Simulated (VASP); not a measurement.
H12C5O3, 40 atoms in the cell. The cell holds a disordered packing, 40 atoms: a = 8.193 Å, b = 8.193 Å, c = 8.193 Å, α = 90.00°, β = 90.00°, γ = 90.00°. 

```yaml
Program: VASP 6.6.1
Task: single point
Functional: PBEsol
Potentials_or_basis: VASP PAW PBE potentials, release 64 (C_h, H_h, O_h)
Cutoff: 1000 eV
k_mesh: 1 × 1 × 1
Occupations: fermi-dirac, width 0.05 eV
Spin: no spin polarisation
Dipole_correction: no
Further_INCAR_settings: LREAL = Auto; ALGO = Normal; EDIFF = 1e-06; NBANDS = 76
```

Potentials or basis: VASP PAW PBE potentials, release 64 (C_h, H_h, O_h).

Run with:

```bash
$ cat potpaw_PBE.64/C_h/POTCAR potpaw_PBE.64/H_h/POTCAR potpaw_PBE.64/O_h/POTCAR > POTCAR
$ mpirun -np 1 vasp_gam > vasp.out
```

Hardware: 1 thread of Intel(R) Xeon(R) Platinum 8488C (Sapphire Rapids) (shared host).

Q: Estimate the wall time of this run.

A: Wall time 3.3 min on 1 thread of Intel(R) Xeon(R) Platinum 8488C (Sapphire Rapids), with other jobs on the host, peak memory 1.2 GiB. Counts: scf iterations 17, k points 1.
